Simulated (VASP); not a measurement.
# Te (Pm-3m) in VASP: single point with PBE

Aim: the single point of Te with PBE.

Program: VASP 6.6.1. These are calculated values, not measurements. Logs are shortened: lines on timing, memory, paths and dates and some standing lists are left out, and cuts for length are marked.

### Step 1. The cell of the first run

The structure is cubic, space group Pm-3m (No. 221). Conventional cell: a = 3.205 Å, b = 3.205 Å, c = 3.205 Å, α = 90.00°, β = 90.00°, γ = 90.00°. Te (site symmetry m-3m) has 6 Te at 3.21 Å within 4.2 Å.

### Step 2. Single point, PBE

Contents of INCAR:

```
PREC     = Accurate       # precision mode
ENCUT    = 520            # plane-wave cutoff, eV
EDIFF    = 1E-6           # SCF threshold, eV
ISMEAR   = -1             # smearing method
SIGMA    = 0.13605693000000002 # smearing width, eV
LREAL    = False          # projectors in reciprocal space
LASPH    = True           # aspherical terms in the spheres
NELM     = 80             # most SCF steps
ALGO     = Normal         # electronic algorithm
ISIF     = 2              # what is computed and relaxed
LWAVE    = False          # write WAVECAR
LCHARG   = False          # write CHGCAR
GGA      = PE             # functional
NBANDS   = 9              # bands
```

Contents of KPOINTS:

```
regular mesh
0
Gamma
  10 10 10
```

Contents of POSCAR:

```
Te
1.0
    3.2051998791      0.0000000000      0.0000000000
    0.0000000000      3.2051998791      0.0000000000
    0.0000000000      0.0000000000      3.2051998791
Te
1
Direct
    0.0000000000      0.0000000000      0.0000000000
```

Potentials or basis: VASP PAW PBE potentials, release 64 (Te).

The run is started by

```
$ cat potpaw_PBE.64/Te/POTCAR > POTCAR
$ mpirun -np 1 vasp_std > vasp.out
```

OUTCAR:

```text
PREC = Accurate
   ENCUT = 520
   EDIFF = 1E-6
   ISMEAR = -1
   LREAL = False
   LASPH = True
   NELM = 80
   ISIF = 2
   GGA = PE

 ion  position               nearest neighbor table
   1  0.000  0.000  0.000-

  LATTYP: Found a simple cubic cell.
 ALAT       =     3.2051998791

  Lattice vectors:

 A1 = (   3.2051998791,   0.0000000000,   0.0000000000)
 A2 = (   0.0000000000,   3.2051998791,   0.0000000000)
 A3 = (   0.0000000000,   0.0000000000,   3.2051998791)

Analysis of symmetry for initial positions (statically):
=====================================================================
 Subroutine PRICEL returns:
 Original cell was already a primitive cell.

 Routine SETGRP: Setting up the symmetry group for a
 simple cubic supercell.

 Subroutine GETGRP returns: Found 48 space group operations
 (whereof 48 operations were pure point group operations)
 out of a pool of 48 trial point group operations.

The static configuration has the point symmetry O_h .

Analysis of symmetry for dynamics (positions and initial velocities):
=====================================================================
 Subroutine PRICEL returns:
 Original cell was already a primitive cell.

 Routine SETGRP: Setting up the symmetry group for a
 simple cubic supercell.

 Subroutine GETGRP returns: Found 48 space group operations
 (whereof 48 operations were pure point group operations)
 out of a pool of 48 trial point group operations.

The dynamic configuration has the point symmetry O_h .

 Subroutine INISYM returns: Found 48 space group operations
 (whereof 48 operations are pure point group operations),
 and found     1 'primitive' translations

----------------------------------------------------------------------------------------

                                     Primitive cell

  volume of cell :      32.9280

  direct lattice vectors                    reciprocal lattice vectors
     3.205199879  0.000000000  0.000000000     0.311993023  0.000000000  0.000000000
     0.000000000  3.205199879  0.000000000     0.000000000  0.311993023  0.000000000
     0.000000000  0.000000000  3.205199879     0.000000000  0.000000000  0.311993023

  length of vectors
     3.205199879  3.205199879  3.205199879     0.311993023  0.311993023  0.311993023

  position of ions in fractional coordinates (direct lattice)
     0.000000000  0.000000000  0.000000000

  ion indices of the primitive-cell ions
   primitive index   ion index
                 1           1

----------------------------------------------------------------------------------------

 KPOINTS: regular mesh

Automatic generation of k-mesh.
 Grid dimensions read from file:
 generate k-points for:   10   10   10

 Generating k-lattice:

  Cartesian coordinates                     Fractional coordinates (reciprocal lattice)
     0.031199302  0.000000000  0.000000000     0.100000000  0.000000000  0.000000000
     0.000000000  0.031199302  0.000000000     0.000000000  0.100000000  0.000000000
     0.000000000  0.000000000  0.031199302     0.000000000  0.000000000  0.100000000

  Length of vectors
     0.031199302  0.031199302  0.031199302

  Shift w.r.t. Gamma in fractional coordinates (k-lattice)
     0.000000000  0.000000000  0.000000000

 Subroutine IBZKPT returns following result:
 ===========================================

 Found     56 irreducible k-points:

 Following reciprocal coordinates:
            Coordinates               Weight
  0.000000  0.000000  0.000000      1.000000
  0.100000  0.000000  0.000000      6.000000
  0.200000  0.000000  0.000000      6.000000
  0.300000  0.000000  0.000000      6.000000
  0.400000  0.000000  0.000000      6.000000
  0.500000  0.000000  0.000000      3.000000
[... 16 lines left out ...]
  0.200000  0.100000  0.100000     24.000000
  0.300000  0.100000  0.100000     24.000000
 [... further k-points ...]
   k-points           NKPTS =     56   k-points in BZ     NKDIM =     56   number of bands    NBANDS=      9
   number of dos      NEDOS =    301   number of ions     NIONS =      1
   total plane-waves  NPLWV =  13824
   dimension x,y,z NGX =    24 NGY =   24 NGZ =   24
   dimension x,y,z NGXF=    48 NGYF=   48 NGZF=   48
   ions per type =               1
   NGX,Y,Z   is equivalent  to a cutoff of  12.45, 12.45, 12.45 a.u.
   NGXF,Y,Z  is equivalent  to a cutoff of  24.90, 24.90, 24.90 a.u.
 SYSTEM =  unknown system
   PREC   = accura    normal or accurate (medium, high low for compatibility)
   ISTART =      0    job   : 0-new  1-cont  2-samecut
   ICHARG =      2    charge: 1-file 2-atom 10-const
   ISPIN  =      1    spin polarized calculation?
   LNONCOLLINEAR =      F non collinear calculations
   LSORBIT =      F    spin-orbit coupling
   LASPH  =      T    aspherical Exc in radial PAW
   ENCUT  =  520.0 eV  38.22 Ry    6.18 a.u.   5.96  5.96  5.96*2*pi/ulx,y,z
   NELM   =     80;   NELMIN=  2; NELMDL= -5     # of ELM steps
   EDIFF  = 0.1E-05   stopping-criterion for ELM
   LREAL  =      F    real-space projection
   EDIFFG = 0.1E-04   stopping-criterion for IOM
   NSW    =      0    number of steps for IOM
   IBRION =     -1    ionic relax: 0-MD 1-quasi-New 2-CG
   NFREE  =      0    steps in history (QN), initial steepest desc. (CG)
   ISIF   =      2    stress and relaxation
   ISYM   =      2    0-nonsym 1-usesym 2-fastsym
   POTIM  = 0.5000    time-step for ionic-motion
   TEBEG  =    0.0;   TEEND  =   0.0 temperature during run
   PSTRESS=    0.0 pullay stress
   NELECT =       6.0000    total number of electrons
   NUPDOWN=      -1.0000    fix difference up-down
   EMIN   =  10.00;   EMAX   =-10.00  energy-range for DOS
   EFERMI =   0.00;   METHOD = LEGACY
   ISMEAR =    -1;   SIGMA  =   0.14  broadening in eV -4-tet -1-fermi 0-gaus
   EFERMI_NEDOS =   21; number of points for ismear=-14 and -15
   IALGO  =     38    algorithm
   IMIX   =      4    mixing-type and parameters
     AMIX     =   0.40;   BMIX     =  1.00
     AMIX_MAG =   1.60;   BMIX_MAG =  1.00
  volume/ion in A,a.u.               =      32.93       222.21
  Fermi-wavevector in a.u.,A,eV,Ry     =   0.928119  1.753890 11.720114  0.861404
  Thomas-Fermi vector in A             =   2.054261
   LORBIT       =      0    0 simple, 1 ext, 2 COOP (PROOUT), +10 PAW based schemes
   GGA     = PE    functional components
   LHFCALC =     F    Hartree Fock is set to
   AEXX    =    0.0000 exact exchange contribution
   IVDW    =     0    specifies the selected vdW correction
   LEPSILON=     F    determine dielectric tensor
   LRPA    =     F    only Hartree local field effects (RPA)
 non-spin polarized calculation
  energy-cutoff  :      520.00
  volume of cell :       32.93
 maximum number of plane-waves:       912
 NGX is ok and might be reduce to    24
   NGX = 11   NGY = 11   NGZ = 11

 number of electron       6.0000001 magnetization

 Free energy of the ion-electron system (eV)
  ---------------------------------------------------
  ext. energy  EPLUGINS =         0.00000000
  ---------------------------------------------------
  free energy    TOTEN  =        -3.12171610 eV

  energy without entropy =       -3.08635603  energy(sigma->0) =       -3.10403606

 E-fermi :   6.3742     XC(G=0):  -9.2503

 val. band max:        6.3165862086   @ k =   0.1000   0.0000   0.0000
 cond. band min:       6.3857945116   @ k =   0.5000   0.2000   0.2000
 fundamental gap:      0.0692083030
 Fermi energy:         6.3742074245

 k-point     1 :       0.0000    0.0000    0.0000
  band No.  band energies     occupation
      1      -7.2024      2.00000
      2       7.5251      0.00042
      3       7.5251      0.00042
      4       7.5251      0.00042
      5      12.3982      0.00000
      6      12.3982      0.00000
      7      12.8125      0.00000
      8      23.7170      0.00000
      9      23.7170      0.00000

 k-point     2 :       0.1000    0.0000    0.0000
  band No.  band energies     occupation
      1      -7.0867      2.00000
      2       6.3166      1.20864
      3       7.6287      0.00020
      4       7.6287      0.00020
      5      12.5065      0.00000
      6      12.7740      0.00000
      7      14.0074      0.00000
      8      21.9716      0.00000
      9      21.9716      0.00000

 k-point     3 :       0.2000    0.0000    0.0000
  band No.  band energies     occupation
      1      -6.7537      2.00000
      2       4.2610      2.00000
      3       7.9187      0.00002
      4       7.9187      0.00002
      5      12.8236      0.00000
      6      13.1731      0.00000
      7      16.6824      0.00000
      8      20.0555      0.00000
      9      20.0555      0.00000

 k-point     4 :       0.3000    0.0000    0.0000
  band No.  band energies     occupation
      1      -6.2593      2.00000
      2       2.3700      2.00000
      3       8.3237      0.00000
      4       8.3237      0.00000
      5      13.3154      0.00000
      6      13.8140      0.00000
      7      18.4498      0.00000
      8      18.4591      0.00000
      9      18.4591      0.00000

 k-point     5 :       0.4000    0.0000    0.0000
  band No.  band energies     occupation
      1      -5.7489      2.00000
      2       0.9849      2.00000
      3       8.7039      0.00000
      4       8.7039      0.00000
      5      13.8705      0.00000
      6      14.7120      0.00000
      7      17.2869      0.00000
      8      17.3551      0.00000
      9      17.3551      0.00000

 k-point     6 :       0.5000    0.0000    0.0000
  band No.  band energies     occupation
      1      -5.5103      2.00000
      2       0.4500      2.00000
      3       8.8660      0.00000
      4       8.8660      0.00000
      5      14.1623      0.00000
      6      15.7146      0.00000
      7      16.0615      0.00000
      8      16.9502      0.00000
      9      16.9502      0.00000
[... 169 lines left out ...]
 k-point    21 :       0.5000    0.5000    0.0000
  band No.  band energies     occupation
      1      -3.7813      2.00000
      2       1.9957      2.00000
      3       1.9957      2.00000
      4       8.5616      0.00000
      5      10.1531      0.00000
      6      17.1302      0.00000
      7      18.7110      0.00000
      8      18.7111      0.00000
      9      18.8269      0.00000

 k-point    22 :       0.1000    0.1000    0.1000
  band No.  band energies     occupation
      1      -6.8551      2.00000
      2       6.5054      0.55216
      3       6.5054      0.55216
      4       6.5887      0.34255
      5      14.0803      0.00000
      6      14.0803      0.00000
      7      14.3797      0.00000
      8      20.3447      0.00000
      9      20.3448      0.00000

 k-point    23 :       0.2000    0.1000    0.1000
  band No.  band energies     occupation
      1      -6.5218      2.00000
      2       4.4824      2.00000
      3       6.8022      0.08249
      4       6.8766      0.04860
      5      14.3756      0.00000
      6      14.5274      0.00000
      7      16.5960      0.00000
      8      18.3438      0.00000
      9      18.9282      0.00000

 k-point    24 :       0.3000    0.1000    0.1000
  band No.  band energies     occupation
      1      -6.0269      2.00000
      2       2.5933      2.00000
      3       7.2227      0.00391
      4       7.3297      0.00178
      5      14.6814      0.00000
      6      14.8084      0.00000
      7      16.6954      0.00000
      8      16.8024      0.00000
      9      20.3260      0.00000

 [... further k-points ...]
[... 5 lines left out ...]
  --------------------------------------------------------------------------------------
  -------------------------------------------------------------------------------------
  Total       -0.0333876     -0.0333876     -0.0333876     -0.0000000      0.0000000      0.0000000
  in kB       -1.6245414     -1.6245414     -1.6245414     -0.0000000      0.0000000      0.0000000
  external PRESSURE =      -1.6245414 kB  Pullay stress =       0.0000000 kB

 VOLUME and BASIS-vectors are now :
 -----------------------------------------------------------------------------
  energy-cutoff  :      520.00
  volume of cell :       32.93
      direct lattice vectors                 reciprocal lattice vectors
     3.205199879  0.000000000  0.000000000     0.311993023  0.000000000  0.000000000
     0.000000000  3.205199879  0.000000000     0.000000000  0.311993023  0.000000000
     0.000000000  0.000000000  3.205199879     0.000000000  0.000000000  0.311993023

 POSITION                                       TOTAL-FORCE (eV/Angst)
 -----------------------------------------------------------------------------------
      0.00000      0.00000      0.00000         0.000000      0.000000      0.000000
 -----------------------------------------------------------------------------------
    total drift:                               -0.000000     -0.000000      0.000000

  FREE ENERGIE OF THE ION-ELECTRON SYSTEM (eV)
  ---------------------------------------------------
  free  energy   TOTEN  =        -3.1217160995 eV

  energy  without entropy=       -3.0863560294  energy(sigma->0) =       -3.10403606
```

It took 5.5 s on 1 thread of AMD EPYC 9R45 (Zen 5), shared host; peak memory 0.11 GiB.

What came out:

```yaml
Free_energy: -3.1217 eV
Pressure: -0.2 GPa
Band_gap_on_the_k_mesh: zero (band 3 reaches 8.87 eV, above the bottom of band 4 at 3.41 eV)
```

Levels at points of the mesh, in eV from the Fermi level:
```csv
k point,band 1,band 2,band 3,band 4,band 5,band 6
"(0.00, 0.00, 0.00)",-13.58,1.15,1.15,1.15,6.02,6.02
"(0.50, 0.00, 0.00)",-11.88,-5.92,2.49,2.49,7.79,9.34
"(0.50, 0.50, 0.00)",-10.16,-4.38,-4.38,2.19,3.78,10.76
"(0.50, 0.50, 0.50)",-8.34,-2.97,-2.97,-2.97,4.46,4.46
```

Caveat: spin-orbit coupling is left out, which moves the levels of the heavy elements.
